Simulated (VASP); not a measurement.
The system is TiO2.

```
Ti O
1.0
    -4.35076    4.35076    1.88756
     4.35076   -4.35076    1.88756
     4.35076    4.35076   -1.88756
Ti O
4 8
Cartesian
  4.3259 -1.8075 1.8876
  2.5433 0.0248 0.0000
  1.8075 4.3259 1.8876
  0.0248 6.1582 0.0000
  3.0387 -0.0099 1.8876
  1.3888 1.4067 0.0000
  4.3409 1.3121 0.0000
  7.2948 1.3888 0.0000
  -2.9441 2.9620 1.8876
  0.0099 3.0387 1.8876
  2.9620 2.9441 1.8876
  1.3121 4.3606 0.0000
```

Base run:

- Program: VASP 6.6.1
- Functional: PBE
- Potentials or basis: VASP PAW PBE potentials, release 64 (Ti_sv, O)
- Cutoff: 520 eV
- k mesh: 8 × 8 × 8
- Occupations: fermi-dirac, width 0.05 eV
- Spin: no spin polarisation

Its results: band gap on the k mesh 1.62 eV (least direct gap 2.31 eV); pressure 3.8 GPa; largest force 0.111 eV/Å.

Question: The run is repeated on the same cell with these changes: k mesh from 8 × 8 × 8 to 3 × 3 × 3. What comes out?

Answer: Band gap on the k mesh 1.82 eV (least direct gap 2.31 eV); pressure 3.8 GPa; largest force 0.165 eV/Å.

Caveats: some runs use coarse meshes; the cell stands under pressure (at least some runs); an odd mesh through Γ misses points on the zone boundary, where band edges can lie (at least some runs).
